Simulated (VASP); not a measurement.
# As (R-3m) in VASP: further runs, part 2 of 2

VASP 6.6.1. Earlier steps stand in the parts before.

## Step 4: Single point, PBE

File INCAR:

```
SYSTEM = As
ALGO = Normal
EDIFF = 1E-7
ENCUT = 520
GGA = PE
ISIF = 2
ISMEAR = -1
LASPH = .True.
LCHARG = .False.
LREAL = .False.
LWAVE = .False.
NBANDS = 12
NELM = 60
PREC = Accurate
SIGMA = 0.05
```

File KPOINTS:

```
k-points
0
Gamma
  9 9 9
  0 0 0
```

File POSCAR:

```
As
1.0
    1.8807968987      1.0858785957      3.5140619945
   -1.8807968987      1.0858785957      3.5140619945
    0.0000000000     -2.1717571915      3.5140619945
As
2
Direct
    0.2260000000      0.2260000000      0.2260000000
    0.7740000000      0.7740000000      0.7740000000
```

Potentials or basis: VASP PAW PBE potentials, release 64 (As).

Started as:

```
> cat potpaw_PBE.64/As/POTCAR > POTCAR
> mpirun -np 1 vasp_std > vasp.out
```

OUTCAR:

```text
SYSTEM = As
   EDIFF = 1E-7
   ENCUT = 520
   GGA = PE
   ISIF = 2
   ISMEAR = -1
   LASPH = .True.
   LREAL = .False.
   NELM = 60
   PREC = Accurate

 ion  position               nearest neighbor table
   1  0.226  0.226  0.226-   2 2.51   2 2.51   2 2.51
   2  0.774  0.774  0.774-   1 2.51   1 2.51   1 2.51

  LATTYP: Found a trigonal (rhomboedric) cell.
 ALAT       =     4.1310000000
 COS(alpha) =     0.5854247172

  Lattice vectors:

 A1 = (   1.8807968987,   1.0858785957,   3.5140619945)
 A2 = (  -1.8807968987,   1.0858785957,   3.5140619945)
 A3 = (   0.0000000000,  -2.1717571915,   3.5140619945)

Analysis of symmetry for initial positions (statically):
=====================================================================
 Subroutine PRICEL returns:
 Original cell was already a primitive cell.

 Routine SETGRP: Setting up the symmetry group for a
 trigonal (rhombohedral) supercell.

 Subroutine GETGRP returns: Found 12 space group operations
 (whereof 12 operations were pure point group operations)
 out of a pool of 12 trial point group operations.

The static configuration has the point symmetry D_3d.

Analysis of symmetry for dynamics (positions and initial velocities):
=====================================================================
 Subroutine PRICEL returns:
 Original cell was already a primitive cell.

 Routine SETGRP: Setting up the symmetry group for a
 trigonal (rhombohedral) supercell.

 Subroutine GETGRP returns: Found 12 space group operations
 (whereof 12 operations were pure point group operations)
 out of a pool of 12 trial point group operations.

The dynamic configuration has the point symmetry D_3d.

 Subroutine INISYM returns: Found 12 space group operations
 (whereof 12 operations are pure point group operations),
 and found     1 'primitive' translations

----------------------------------------------------------------------------------------

[... 114 lines left out ...]
  Fermi-wavevector in a.u.,A,eV,Ry     =   1.006268  1.901570 13.776916  1.012575
  Thomas-Fermi vector in A             =   2.138999
   LORBIT       =      0    0 simple, 1 ext, 2 COOP (PROOUT), +10 PAW based schemes
   GGA     = PE    functional components
   LHFCALC =     F    Hartree Fock is set to
   AEXX    =    0.0000 exact exchange contribution
   IVDW    =     0    specifies the selected vdW correction
   LEPSILON=     F    determine dielectric tensor
   LRPA    =     F    only Hartree local field effects (RPA)
 non-spin polarized calculation
  energy-cutoff  :      520.00
  volume of cell :       43.06
 maximum number of plane-waves:      1171
   NGX = 15   NGY = 15   NGZ = 15

 number of electron      10.0000000 magnetization

 Free energy of the ion-electron system (eV)
  ---------------------------------------------------
  ext. energy  EPLUGINS =         0.00000000
  ---------------------------------------------------
  free energy    TOTEN  =        -9.32264439 eV

  energy without entropy =       -9.32115159  energy(sigma->0) =       -9.32189799

 E-fermi :   5.4763     XC(G=0):  -9.9640

 val. band max:        5.4167326111   @ k =   0.3333   0.2222   0.2222
 cond. band min:       5.4974521003   @ k =   0.4444   0.3333   0.3333
 fundamental gap:      0.0807194891
 Fermi energy:         5.4763329980

 k-point     1 :       0.0000    0.0000    0.0000
  band No.  band energies     occupation
      1      -9.6071      2.00000
      2      -0.3220      2.00000
      3       2.9872      2.00000
      4       3.4192      2.00000
      5       3.4192      2.00000
      6       7.0469      0.00000
      7       8.3622      0.00000
      8       8.3622      0.00000
      9      12.3444      0.00000
     10      12.3444      0.00000
     11      12.8688      0.00000
     12      14.2432      0.00000
[... 331 lines left out ...]
 k-point    24 :       0.4444    0.4444   -0.0000
  band No.  band energies     occupation
      1      -7.0235      2.00000
      2      -4.1159      2.00000
      3      -0.3661      2.00000
      4       1.3586      2.00000
      5       1.3748      2.00000
      6       6.9266      0.00000
      7      10.8569      0.00000
      8      12.2375      0.00000
      9      12.3327      0.00000
     10      15.9262      0.00000
     11      16.9115      0.00000
     12      18.2625      0.00000

 [... further k-points ...]
[... 5 lines left out ...]
  --------------------------------------------------------------------------------------
  -------------------------------------------------------------------------------------
  Total        1.1519558      1.1519558      0.9435409      0.0000000     -0.0000000      0.0000000
  in kB       42.8610271     42.8610271     35.1064955      0.0000000     -0.0000000      0.0000000
  external PRESSURE =      40.2761832 kB  Pullay stress =       0.0000000 kB

 VOLUME and BASIS-vectors are now :
 -----------------------------------------------------------------------------
  energy-cutoff  :      520.00
  volume of cell :       43.06
      direct lattice vectors                 reciprocal lattice vectors
     1.880796899  1.085878596  3.514061995     0.265844760  0.153485544  0.094856987
    -1.880796899  1.085878596  3.514061995    -0.265844760  0.153485544  0.094856987
     0.000000000 -2.171757191  3.514061995     0.000000000 -0.306971087  0.094856987

 POSITION                                       TOTAL-FORCE (eV/Angst)
 -----------------------------------------------------------------------------------
      0.00000     -0.00000      2.38253         0.000000     -0.000000      0.489067
      0.00000     -0.00000      8.15965         0.000000      0.000000     -0.489067
 -----------------------------------------------------------------------------------
    total drift:                               -0.000000     -0.000000      0.000000

  FREE ENERGIE OF THE ION-ELECTRON SYSTEM (eV)
  ---------------------------------------------------
  free  energy   TOTEN  =        -9.3226443853 eV

  energy  without entropy=       -9.3211515871  energy(sigma->0) =       -9.32189799
```

stdout:

```text
POSCAR found type information on POSCAR As
 POSCAR found :  1 types and       2 ions
 scaLAPACK will be used
 LDA part: xc-table for (Slater+PW92), standard interpolation
 POSCAR, INCAR and KPOINTS ok, starting setup
 FFT: planning ... GRIDC
 FFT: planning ... GRID_SOFT
 FFT: planning ... GRID
 WAVECAR not read
 entering main loop
```

Wall time 30 s (1 thread of Intel Xeon Platinum 8259CL at 2.50GHz (Skylake/Cascade Lake), shared host); peak memory 0.18 GiB.

Results:

```yaml
Free_energy: -9.3226 eV
Pressure: 4.0 GPa
Largest_force: 0.489 eV/Å
Band_gap_on_the_k_mesh: zero (band 5 reaches 5.50 eV, above the bottom of band 6 at 5.39 eV)
```

Forces on the atoms (eV/Å):
```
As   0.000  0.000  0.489
As   0.000  0.000 -0.489
```

## Step 5: Single point, LDA

File INCAR:

```
SYSTEM = As
PREC = Accurate
ENCUT = 520
EDIFF = 1E-6
ISMEAR = -1
SIGMA = 0.05
LREAL = .False.
LASPH = .True.
NELM = 100
ALGO = Normal
ISIF = 2
LWAVE = .False.
LCHARG = .True.
LELF = .True.
LVHAR = .True.
NBANDS = 12
```

File KPOINTS:

```
regular mesh
0
Gamma
  9 9 9
  0 0 0
```

POSCAR is that of step 4.

Potentials or basis: VASP PAW LDA potentials, release 64 (As).

Started as:

```
> cat potpaw_LDA.64/As/POTCAR > POTCAR
> mpirun -np 1 vasp_std > vasp.out
```

Wall time 22 s (1 thread of Intel Xeon Platinum 8259CL at 2.50GHz (Skylake/Cascade Lake), shared host); peak memory 0.17 GiB.

Results (log left out):

```
Free energy            : -10.7659 eV
Pressure               : -0.9 GPa
Largest force          : 0.333 eV/Å
Band gap on the k mesh : zero (band 5 reaches 5.42 eV, above the bottom of band 6 at 5.33 eV)
```

Forces on the atoms (eV/Å):
```
As   0.000  0.000  0.333
As   0.000  0.000 -0.333
```

Stress tensor (GPa, compression positive):
```
-0.71  0.00  0.00
 0.00 -0.71  0.00
 0.00  0.00 -1.40
```

Levels at points of the mesh, in eV from the Fermi level:
```csv
k point,band 2,band 3,band 4,band 5,band 6,band 7,band 8,band 9
"(0.00, 0.00, 0.00)",-5.82,-2.44,-1.99,-1.99,1.59,2.91,2.91,6.92
```

## Step 6: The runs side by side

| level | potentials or basis | k mesh | smearing | gap on the mesh (eV) | pressure (GPa) | largest force (eV/Å) |
| --- | --- | --- | --- | --- | --- | --- |
| PBEsol | VASP PAW PBE potentials, release 64 (As) | 5 × 5 × 5 | fermi-dirac 0.03 eV | 0.08 | 0.4 | 0.24 |
| PBEsol | VASP PAW PBE potentials, release 64 (As) | 9 × 9 × 9 | fermi-dirac 0.05 eV | none | 0.7 | 0.44 |
| PBE | VASP PAW PBE potentials, release 64 (As) | 9 × 9 × 9 | fermi-dirac 0.05 eV | none | 4.0 | 0.49 |
| LDA | VASP PAW LDA potentials, release 64 (As) | 9 × 9 × 9 | fermi-dirac 0.05 eV | none | -0.9 | 0.33 |

Alike in all rows: task single point; no spin polarisation; cell as given; cutoff (eV) 520.

Caveats: the PAW data sets were made with another functional, which shifts forces and pressure a little (some runs).

Absolute energies hang on the potentials; compare differences alone.
